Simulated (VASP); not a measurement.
Runs of VASP 6.6.1 on BP. The structure is that of space group I-4m2 (No. 119), or close to it. The cells are those of the table. 

```tsv
cell	gap on the mesh (eV)	pressure (GPa)
a = 3.224, b = 3.288 Å, angles 59.3, 61.3, 59.3°, 2 atoms	0.70	-4.3
a = 3.121, b = 3.244 Å, angles 58.7, 62.6, 58.7°, 2 atoms	none	9.4
a = 3.322, b = 3.117 Å, angles 62.0, 55.9, 62.0°, 2 atoms	0.38	-4.3
a = 3.167, b = 3.230 Å, angles 59.3, 61.3, 59.3°, 2 atoms	0.61	4.3
a = 3.293, b = 3.089 Å, angles 62.0, 55.9, 62.0°, 2 atoms	0.33	-0.3
a = 3.234, b = 3.033 Å, angles 62.0, 55.9, 62.0°, 2 atoms	0.23	9.3
a = 3.252, b = 3.316 Å, angles 59.3, 61.3, 59.3°, 2 atoms	(a)	-7.8
a = 3.294, b = 3.159 Å, angles 61.3, 57.3, 61.3°, 2 atoms	(b)	-4.3
```

Alike in all rows: task single point; level PBE; potentials or basis VASP PAW PBE potentials, release 64 (B, P); no spin polarisation; k mesh 12 × 12 × 12; cutoff (eV) 520; smearing gaussian 0.05 eV.

Q: Estimate the missing entries.

A: (a) 0.74; (b) 0.68.

Caveats: the cell stands under tension (at least some runs); the cell stands under pressure (at least some runs); semilocal functionals underestimate gaps, so a narrow gap can read as zero (at least some runs).

A k mesh can miss the band edges.

A gap of «none» marks levels without a gap at the run's occupations.
